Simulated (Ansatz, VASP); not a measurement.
**Two plane-wave programs on Co**

INCAR

```
SYSTEM = Co
PREC = Accurate
ENCUT = 520
EDIFF = 1E-8
ISMEAR = -1
SIGMA = 0.05
LREAL = .FALSE.
LASPH = .TRUE.
NELM = 150
ALGO = Normal
ISIF = 2
LWAVE = .FALSE.
LCHARG = .FALSE.
ISPIN = 2
MAGMOM = 2 2
LORBIT = 11
LMAXMIX = 4
GGA = PE
LEFG = .TRUE.
NBANDS = 20
```

KPOINTS

```
Automatic mesh
0
G
  19 19 10
  0 0 0
```

POSCAR

```
Co
1.0
    2.5105760544      0.0000000000      0.0000000000
   -1.2552880272      2.1742226413      0.0000000000
    0.0000000000      0.0000000000      4.0773176236
Co
2
Direct
    0.3333333333      0.6666666667      0.2500000000
    0.6666666667      0.3333333333      0.7500000000
```

Input for Ansatz:

```yaml
crystal:
  lattice:
    - [2.5105760544, 0.0, 0.0]
    - [-1.2552880272, 2.1742226413, 0.0]
    - [0.0, 0.0, 4.0773176236]
  atoms:
    - { symbol: Co, position: [0.3333333333, 0.6666666667, 0.25], spin: 2.0 }
    - { symbol: Co, position: [0.6666666667, 0.3333333333, 0.75], spin: 2.0 }
magnetization:
  spin_polarized: true
kpoints:
  mp_grid: { grid: [19, 19, 10] }
scf:
  occupations: { method: fermi_dirac, width: 0.05 }
hamiltonian:
  xc: pbe
  pseudopotentials: { kind: paw }
output:
  forces: true
  stress: true
  eigenvalues: true
  efg: { contact_densities: true }
```

Change from the starting cell: volume scaled by 0.99, PAW files.

Alike in both runs: task electric field gradients; functional PBE; k mesh 19 × 19 × 10; occupations fermi-dirac, width 0.05 eV; collinear spin.

```csv
,VASP,Ansatz
version,VASP 6.6.1,Ansatz 0.2.0
potentials or method,"VASP PAW PBE potentials, release 64 (Co)","PAW with Ansatz's default frozen-core files, scalar-relativistic"
plane-wave cutoff (eV),520,420
valence electrons in the cell,18,34
```

Ansatz gave:

| Item | Value |
| --- | --- |
| pressure (GPa) | -4.8 |
| traceless stress, the component that is largest in VASP (GPa) | -0.90 |
| net moment per atom (μB) | 1.64 |
| size of the moment on the site where the two differ most (μB) | 1.72 |
| size of Vzz on the site where it differs most (V/Å²) | 1.8 |

Which values does VASP return?

Pressure (GPa): -5.4; traceless stress, the component that is largest in VASP (GPa): -1.00; net moment per atom (μB): 1.63; size of the moment on the site where the two differ most (μB): 1.65; size of Vzz on the site where it differs most (V/Å²): 1.8.

Site moments also hang on the region over which each program counts them. With one functional, cell and mesh, what is left measures potentials, basis and numerics. VASP's potentials hold 18 valence electrons a cell and Ansatz's 34, so a difference there can come from the potentials and not from the codes.
